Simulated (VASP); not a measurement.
Wanted: the native input for a VASP 6.6.1 run.

| Property | Result |
| --- | --- |
| Task | single point |
| Functional | PBE |
| Potentials or basis | VASP PAW PBE potentials, release 64 (Si, O) |
| Cutoff | 520 eV |
| k mesh | 1 × 1 × 1, shifted |
| Occupations | fermi-dirac, width 0.3447 eV |
| Spin | no spin polarisation |
| Dipole correction | no |
| Further INCAR settings | ALGO = Normal; EDIFF = 1e-06; NBANDS = 75; ISYM = 0 |

The structure of Si4O7 lies in POSCAR:

```
Si4O7
1.0
    7.0842070000      0.0663610000      0.0972760000
    0.0663610000      6.9740900000     -0.0358550000
    0.0972760000     -0.0358550000      7.1323860000
Si O
8 14
Direct
    0.4337687022      0.1491079451      0.1537457425
    0.4194699924      0.0874119120      0.7756795259
    0.5160597947      0.6209213087      0.0828429506
    0.2376057305      0.5190139963      0.8137519354
    0.0292599165      0.6820006344      0.4976299439
    0.1182608543      0.9257102460      0.1216699991
   -0.1891130302      0.0884994104      0.8522137340
    0.6923516874      0.4358189600      0.3437122004
    0.0058905750      0.7643493765      0.2491771667
    0.2630103781      0.9794542857      0.9269549819
    0.5941165033      0.6575898849      0.2849869046
    0.6524216082      0.1993682485      0.3025926225
    0.7228413490      0.4854620404      0.9799591787
    0.2337716429      0.6142183676      0.5923161519
    0.8535465470      0.8367195155      0.5767510317
    0.6441775319      0.0954544508      1.0056392778
    0.3324467372      0.3017977127      0.0478010960
    0.9197848333      0.9846848138      0.0143732945
    0.3096492847      0.2936932501      0.7474772016
    0.3227837801     -0.0087406701      0.2625305877
   -0.1253581171      0.4907983828      0.4920430431
    0.5893259492      1.0196014542      0.6429665387
```

These files were run (other wordings do the same):

INCAR

```
SYSTEM = Si4O7
PREC = Accurate
ENCUT = 520
EDIFF = 1E-6
ISMEAR = -1
SIGMA = 0.3447
LREAL = .FALSE.
LASPH = .TRUE.
NELM = 120
ALGO = Normal
ISIF = 2
LWAVE = .FALSE.
LCHARG = .FALSE.
GGA = PE
NBANDS = 75
ISYM = 0
GGA_COMPAT = .FALSE.
```

KPOINTS

```
Automatic mesh
0
Gamma
  1 1 1
  0.25 0.25 0.25
```

Potentials or basis: VASP PAW PBE potentials, release 64 (Si, O).

Run with:

```bash
$ cat potpaw_PBE.64/Si/POTCAR potpaw_PBE.64/O/POTCAR > POTCAR
$ mpirun -np 1 vasp_std > vasp.out
```

Results of the run:

The pressure is -3.4 GPa. The largest force is 7.627 eV/Å. The band gap on the k mesh is 0.51 eV.

Caveat: the k points lie up to 0.90 Å⁻¹ apart.

Run time: 85 s on 1 thread of AMD EPYC 7R43 64-Core Processor (Zen 3), with other jobs on the host, peak memory 0.36 GiB.
